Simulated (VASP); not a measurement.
# BaF2 (Fm-3m) in VASP: single point with PBE0

Aim: the single point of BaF2 with PBE0.

Program: VASP 6.6.1. These are calculated values, not measurements. Logs are shortened: lines on timing, memory, paths and dates and some standing lists are left out, and cuts for length are marked.

### Step 1. The cell of the first run

It takes space group Fm-3m (No. 225, cubic). The conventional cell has a = 6.194 Å, b = 6.194 Å, c = 6.194 Å, α = 90.00°, β = 90.00°, γ = 90.00°. Ba (site symmetry m-3m) has 8 F at 2.68 Å within 3.5 Å. Within 3.5 Å of F (site symmetry -43m) lie 4 Ba at 2.68 Å and 6 F at 3.10 Å.

### Step 2. Single point, PBE0

Input file POSCAR:

```
BaF2
1.0
    0.0000000000      3.0971666807      3.0971666807
    3.0971666807      0.0000000000      3.0971666807
    3.0971666807      3.0971666807      0.0000000000
Ba F
1 2
Direct
    0.0000000000      0.0000000000      0.0000000000
    0.2500000000      0.2500000000      0.2500000000
    0.7500000000      0.7500000000      0.7500000000
```

Input file INCAR.step1:

```
SYSTEM = BaF2
ALGO = Normal ; EDIFF = 1E-5
ENCUT = 520 ; GGA = PE
GGA_COMPAT = .FALSE. ; ISIF = 2
ISMEAR = 0 ; KPAR = 4
LASPH = .TRUE. ; LREAL = .FALSE.
LWAVE = .TRUE. ; NBANDS = 19
NELM = 120 ; PREC = Accurate
SIGMA = 0.01
```

Input file INCAR.step2:

```
SYSTEM = BaF2
AEXX = 0.25 ; ALGO = Normal
EDIFF = 1E-6 ; ENCUT = 520
GGA = PE ; GGA_COMPAT = .FALSE.
ISIF = 2 ; ISMEAR = 0
ISTART = 1 ; KPAR = 4
LASPH = .TRUE. ; LCHARG = .TRUE.
LHFCALC = .TRUE. ; LREAL = .FALSE.
LVHAR = .TRUE. ; LWAVE = .FALSE.
NBANDS = 19 ; NELM = 120
PREC = Accurate ; PRECFOCK = Normal
SIGMA = 0.01
```

Input file KPOINTS:

```
k-points
0
G
  6 6 6
  0 0 0
```

Potentials or basis: VASP PAW PBE potentials, release 64 (Ba_sv, F).

Command:

```bash
cat potpaw_PBE.64/Ba_sv/POTCAR potpaw_PBE.64/F/POTCAR > POTCAR
cp INCAR.step1 INCAR
mpirun -np 4 vasp_std > vasp.out
cp INCAR.step2 INCAR
mpirun -np 4 vasp_std > vasp.out
```

OUTCAR:

```text
SYSTEM = BaF2
   AEXX = 0.25
   EDIFF = 1E-6
   ENCUT = 520
   GGA = PE
   ISIF = 2
   ISMEAR = 0
   ISTART = 1
   LASPH = .TRUE.
   LHFCALC = .TRUE.
   LREAL = .FALSE.
   NELM = 120
   PREC = Accurate
   PRECFOCK = Normal

 ion  position               nearest neighbor table
   1  0.000  0.000  0.000-   2 2.68   3 2.68   3 2.68   3 2.68   3 2.68   2 2.68   2 2.68   2 2.68

   2  0.250  0.250  0.250-   1 2.68   1 2.68   1 2.68   1 2.68
   3  0.750  0.750  0.750-   1 2.68   1 2.68   1 2.68   1 2.68

  LATTYP: Found a face centered cubic cell.
 ALAT       =     6.1943333614

  Lattice vectors:

 A1 = (   0.0000000000,   3.0971666807,   3.0971666807)
 A2 = (   3.0971666807,   0.0000000000,   3.0971666807)
 A3 = (   3.0971666807,   3.0971666807,   0.0000000000)

Analysis of symmetry for initial positions (statically):
[... 33 lines left out ...]
                                     Primitive cell

  volume of cell :      59.4188

  direct lattice vectors                    reciprocal lattice vectors
     0.000000000  3.097166681  3.097166681    -0.161437873  0.161437873  0.161437873
     3.097166681  0.000000000  3.097166681     0.161437873 -0.161437873  0.161437873
     3.097166681  3.097166681  0.000000000     0.161437873  0.161437873 -0.161437873

  length of vectors
     4.380055125  4.380055125  4.380055125     0.279618598  0.279618598  0.279618598

  position of ions in fractional coordinates (direct lattice)
     0.000000000  0.000000000  0.000000000
     0.250000000  0.250000000  0.250000000
     0.750000000  0.750000000  0.750000000

  ion indices of the primitive-cell ions
   primitive index   ion index
                 1           1
                 2           2
                 3           3

----------------------------------------------------------------------------------------

 KPOINTS: k-points

Automatic generation of k-mesh.
 Grid dimensions read from file:
 generate k-points for:    6    6    6

 Generating k-lattice:

  Cartesian coordinates                     Fractional coordinates (reciprocal lattice)
    -0.026906312  0.026906312  0.026906312     0.166666667  0.000000000  0.000000000
     0.026906312 -0.026906312  0.026906312     0.000000000  0.166666667  0.000000000
     0.026906312  0.026906312 -0.026906312     0.000000000  0.000000000  0.166666667

  Length of vectors
     0.046603100  0.046603100  0.046603100

  Shift w.r.t. Gamma in fractional coordinates (k-lattice)
     0.000000000  0.000000000  0.000000000

 Subroutine IBZKPT returns following result:
 ===========================================

 Found     16 irreducible k-points:

 Following reciprocal coordinates:
            Coordinates               Weight
  0.000000  0.000000  0.000000      1.000000
  0.166667  0.000000  0.000000      8.000000
  0.333333  0.000000  0.000000      8.000000
  0.500000  0.000000  0.000000      4.000000
  0.166667  0.166667  0.000000      6.000000
  0.333333  0.166667  0.000000     24.000000
[... 8 lines left out ...]
 -0.333333  0.333333  0.166667     24.000000
 -0.333333  0.500000  0.166667     12.000000
   k-points           NKPTS =     16   k-points in BZ     NKDIM =    216   number of bands    NBANDS=     19
   number of dos      NEDOS =    301   number of ions     NIONS =      3
   total plane-waves  NPLWV =  46656
   dimension x,y,z NGX =    36 NGY =   36 NGZ =   36
   dimension x,y,z NGXF=    72 NGYF=   72 NGZF=   72
   ions per type =               1   2
   NGX,Y,Z   is equivalent  to a cutoff of  13.66, 13.66, 13.66 a.u.
   NGXF,Y,Z  is equivalent  to a cutoff of  27.33, 27.33, 27.33 a.u.
 SYSTEM =  BaF2
   PREC   = accura    normal or accurate (medium, high low for compatibility)
   ISTART =      1    job   : 0-new  1-cont  2-samecut
   ICHARG =      0    charge: 1-file 2-atom 10-const
   ISPIN  =      1    spin polarized calculation?
   LNONCOLLINEAR =      F non collinear calculations
   LSORBIT =      F    spin-orbit coupling
   LASPH  =      T    aspherical Exc in radial PAW
   ENCUT  =  520.0 eV  38.22 Ry    6.18 a.u.   8.14  8.14  8.14*2*pi/ulx,y,z
   NELM   =    120;   NELMIN=  2; NELMDL=  0     # of ELM steps
   EDIFF  = 0.1E-05   stopping-criterion for ELM
   LREAL  =      F    real-space projection
   EDIFFG = 0.1E-04   stopping-criterion for IOM
   NSW    =      0    number of steps for IOM
   IBRION =     -1    ionic relax: 0-MD 1-quasi-New 2-CG
   NFREE  =      0    steps in history (QN), initial steepest desc. (CG)
   ISIF   =      2    stress and relaxation
   ISYM   =      3    0-nonsym 1-usesym 2-fastsym
   POTIM  = 0.5000    time-step for ionic-motion
   TEBEG  =    0.0;   TEEND  =   0.0 temperature during run
   PSTRESS=    0.0 pullay stress
   NELECT =      24.0000    total number of electrons
   NUPDOWN=      -1.0000    fix difference up-down
   EMIN   =  10.00;   EMAX   =-10.00  energy-range for DOS
   EFERMI =   0.00;   METHOD = LEGACY
   ISMEAR =     0;   SIGMA  =   0.01  broadening in eV -4-tet -1-fermi 0-gaus
   EFERMI_NEDOS =   21; number of points for ismear=-14 and -15
   IALGO  =     38    algorithm
   IMIX   =      1    mixing-type and parameters
     AMIX     =   0.40;   BMIX     =  1.00
     AMIX_MAG =   1.60;   BMIX_MAG =  1.00
  volume/ion in A,a.u.               =      19.81       133.66
  Fermi-wavevector in a.u.,A,eV,Ry     =   1.210145  2.286842 19.925057  1.464450
  Thomas-Fermi vector in A             =   2.345701
   LORBIT       =      0    0 simple, 1 ext, 2 COOP (PROOUT), +10 PAW based schemes
   GGA     = PE    functional components
   LHFCALC =     T    Hartree Fock is set to
   PRECFOCK=normal    Normal, Fast or Accurate (Low or Medium for compatibility)
   ENCUT4O =  -1.0   cutoff for four orbital integrals eV
   NKREDX  =     1    reduce k-point grid by
   NKREDY  =     1    reduce k-point grid by
   NKREDZ  =     1    reduce k-point grid by
   AEXX    =    0.2500 exact exchange contribution
   HFSCREEN=    0.0000 screening length (either q_TF or 0.3 A-1)
   HFSCREENC=   0.0000 screening length for correlation (either q_TF or 0.3 A-1)
   ENCUTFOCK=  -1.0 apply spherical cutoff to Coloumb kernel
   IVDW    =     0    specifies the selected vdW correction
   LEPSILON=     F    determine dielectric tensor
   LRPA    =     F    only Hartree local field effects (RPA)
 non-spin polarized calculation
 Gauss-broadening in eV      SIGMA  =   0.01
  energy-cutoff  :      520.00
  volume of cell :       59.42
 maximum number of plane-waves:      1639
 NGX is ok and might be reduce to    36
  NGX = 28; NGY = 28; NGZ = 28

 number of electron      24.0000001 magnetization

 Free energy of the ion-electron system (eV)
  ---------------------------------------------------
  ext. energy  EPLUGINS =         0.00000000
  ---------------------------------------------------
  free energy    TOTEN  =       -21.10554439 eV

  energy without entropy =      -21.10554439  energy(sigma->0) =      -21.10554439

 E-fermi :  -3.9769     XC(G=0):  -6.8131

 val. band max:       -4.0428417519   @ k =  -0.1667   0.1667   0.0000
 cond. band min:       5.4457448874   @ k =   0.0000   0.0000   0.0000
 fundamental gap:      9.4885866393
 Fermi energy:        -3.9769343232

 k-point     1 :       0.0000    0.0000    0.0000
  band No.  band energies     occupation
      1     -28.0893      2.00000
      2     -24.5674      2.00000
      3     -24.4057      2.00000
      4     -11.7660      2.00000
      5     -11.7660      2.00000
      6     -11.7660      2.00000
[... 11 lines left out ...]
     18      10.4539      0.00000
     19      14.3043      0.00000

 k-point     2 :       0.1667    0.0000    0.0000
  band No.  band energies     occupation
      1     -28.0211      2.00000
      2     -24.5951      2.00000
      3     -24.4845      2.00000
      4     -11.8238      2.00000
      5     -11.8169      2.00000
      6     -11.8169      2.00000
[... 11 lines left out ...]
     18      10.4768      0.00000
     19      13.2377      0.00000

 k-point     3 :       0.3333    0.0000    0.0000
  band No.  band energies     occupation
      1     -27.8733      2.00000
      2     -24.7180      2.00000
      3     -24.5893      2.00000
      4     -11.9202      2.00000
      5     -11.9139      2.00000
      6     -11.9139      2.00000
[... 11 lines left out ...]
     18      10.5613      0.00000
     19      12.4160      0.00000

 k-point     4 :       0.5000    0.0000    0.0000
  band No.  band energies     occupation
      1     -27.7922      2.00000
      2     -24.8128      2.00000
      3     -24.6147      2.00000
      4     -11.9604      2.00000
      5     -11.9603      2.00000
      6     -11.9603      2.00000
[... 11 lines left out ...]
     18      10.6310      0.00000
     19      12.9798      0.00000

 k-point     5 :       0.1667    0.1667    0.0000
  band No.  band energies     occupation
      1     -27.9980      2.00000
      2     -24.5996      2.00000
      3     -24.5163      2.00000
      4     -11.8934      2.00000
      5     -11.8934      2.00000
      6     -11.7227      2.00000
[... 11 lines left out ...]
     18      10.5596      0.00000
     19      14.3745      0.00000
[... 158 lines left out ...]
      2     -24.8896      2.00000
      3     -24.6959      2.00000
      4     -12.2388      2.00000
      5     -12.2388      2.00000
      6     -11.5733      2.00000
[... 11 lines left out ...]
     18      11.8279      0.00000
     19      13.9622      0.00000

 k-point    14 :       0.5000    0.3333    0.1667
  band No.  band energies     occupation
      1     -27.7679      2.00000
      2     -24.7545      2.00000
      3     -24.7099      2.00000
      4     -12.1271      2.00000
      5     -12.0255      2.00000
      6     -11.7856      2.00000
[... 11 lines left out ...]
     18      11.4478      0.00000
     19      13.4321      0.00000

 k-point    15 :      -0.3333    0.3333    0.1667
  band No.  band energies     occupation
      1     -27.7110      2.00000
      2     -24.7991      2.00000
      3     -24.7486      2.00000
      4     -12.1876      2.00000
      5     -11.9213      2.00000
      6     -11.9209      2.00000
[... 11 lines left out ...]
     18      12.3296      0.00000
     19      13.0971      0.00000

 k-point    16 :      -0.3333    0.5000    0.1667
  band No.  band energies     occupation
      1     -27.6824      2.00000
      2     -24.8425      2.00000
      3     -24.7459      2.00000
      4     -12.2539      2.00000
      5     -12.0736      2.00000
      6     -11.7408      2.00000
[... 11 lines left out ...]
     18      13.4728      0.00000
     19      13.8013      0.00000

------------------------ aborting loop because EDIFF is reached ----------------------------------------

  FORCE on cell =-STRESS in cart. coord.  units (eV):
  Direction    XX          YY          ZZ          XY          YZ          ZX
  --------------------------------------------------------------------------------------
  -------------------------------------------------------------------------------------
  Total        0.4800758      0.4800758      0.4800758      0.0000000      0.0000000      0.0000000
  in kB       12.9448394     12.9448394     12.9448394      0.0000000      0.0000000      0.0000000
  external PRESSURE =      12.9448394 kB  Pullay stress =       0.0000000 kB

 VOLUME and BASIS-vectors are now :
 -----------------------------------------------------------------------------
  energy-cutoff  :      520.00
  volume of cell :       59.42
      direct lattice vectors                 reciprocal lattice vectors
     0.000000000  3.097166681  3.097166681    -0.161437873  0.161437873  0.161437873
     3.097166681  0.000000000  3.097166681     0.161437873 -0.161437873  0.161437873
     3.097166681  3.097166681  0.000000000     0.161437873  0.161437873 -0.161437873

 POSITION                                       TOTAL-FORCE (eV/Angst)
 -----------------------------------------------------------------------------------
      0.00000      0.00000      0.00000         0.000000      0.000000     -0.000000
      1.54858      1.54858      1.54858        -0.000000     -0.000000     -0.000000
      4.64575      4.64575      4.64575        -0.000000     -0.000000      0.000000
 -----------------------------------------------------------------------------------
    total drift:                                0.000001      0.000001      0.000001

  FREE ENERGIE OF THE ION-ELECTRON SYSTEM (eV)
  ---------------------------------------------------
  free  energy   TOTEN  =       -21.1055443932 eV

  energy  without entropy=      -21.1055443932  energy(sigma->0) =      -21.10554439
```

Wall time 24 min (4 MPI ranks of AMD EPYC 7R43 (Zen 3), shared host); peak memory 0.21 GiB.

What came out:

- Free energy: -21.1055 eV
- Pressure: 1.3 GPa
- Band gap on the k mesh: 9.49 eV, indirect (least direct gap 9.56 eV)

Caveat: the PAW data sets were made with another functional, which shifts forces and pressure a little; spin-orbit coupling is left out, which moves the levels of the heavy elements. A k mesh can miss the band edges.
